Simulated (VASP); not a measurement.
# SmBiH3: single point with PBE

SmBiH3:

```xyz
5
Lattice="4.5413 0.0000 0.0000 0.0000 4.5413 0.0000 0.0000 0.0000 3.9302" Properties=species:S:1:pos:R:3 pbc="T T T"
Sm    2.2706    2.2706    0.0000
Bi    0.0000    0.0000    0.0000
H     2.2706    0.0000    1.9651
H     0.0000    2.2706    1.9651
H     2.2706    2.2706    1.9651
```

The cell was built from a structure type or drawn by symmetry, and may not be a known phase.

```json
{
  "Program": "VASP 6.6.1",
  "Task": "single point",
  "Functional": "PBE",
  "Potentials or basis": "VASP PAW PBE potentials, release 64 (Sm_3, Bi_d, H), 4f in core",
  "Cutoff": "500 eV",
  "k mesh": "4 × 4 × 4",
  "Occupations": "gaussian, width 0.1 eV",
  "Spin": "no spin polarisation",
  "Dipole correction": "no",
  "Mended": "yes",
  "Further INCAR settings": "ALGO = Normal; EDIFF = 1e-06; NBANDS = 22"
}
```

```
Pressure               : 0.1 GPa
Band gap on the k mesh : zero (an odd number of electrons rules out a gap without spin polarisation)
```

Stress tensor (GPa, compression positive):
```
-0.02  0.00  0.00
 0.00 -0.02  0.00
 0.00  0.00  0.22
```

Levels at points of the mesh, in eV from the Fermi level:
```
           k point  band 12  band 13  band 14  band 15  band 16  band 17
(0.00, 0.00, 0.00)    -2.78    -0.71    -0.58    -0.58     1.13     2.01
(0.50, 0.00, 0.00)    -3.83    -2.14    -2.07     0.54     1.39     3.04
(0.50, 0.50, 0.00)    -4.19    -4.19     1.87     1.89     1.89     2.55
(0.00, 0.00, 0.50)    -1.53    -0.35     0.30     0.30     0.31     1.06
(0.50, 0.00, 0.50)    -3.37    -3.10    -1.53     0.29     0.68     1.35
(0.50, 0.50, 0.50)    -3.39    -2.12    -1.38    -1.38    -1.34     3.10
```

Run time: 29 s on 1 thread of Intel(R) Xeon(R) 6975P-C (Granite Rapids) (shared host), peak memory 0.2 GiB.

Caveat: the k points lie up to 0.40 Å⁻¹ apart, too coarse for converged energies and pressures of a metal; spin-orbit coupling is left out, which moves the levels of the heavy elements; the 4f electrons are frozen in the core, so they carry no moment and show no levels. Spin polarisation is off, so any magnetic state and its effect on volume and gap are missing.
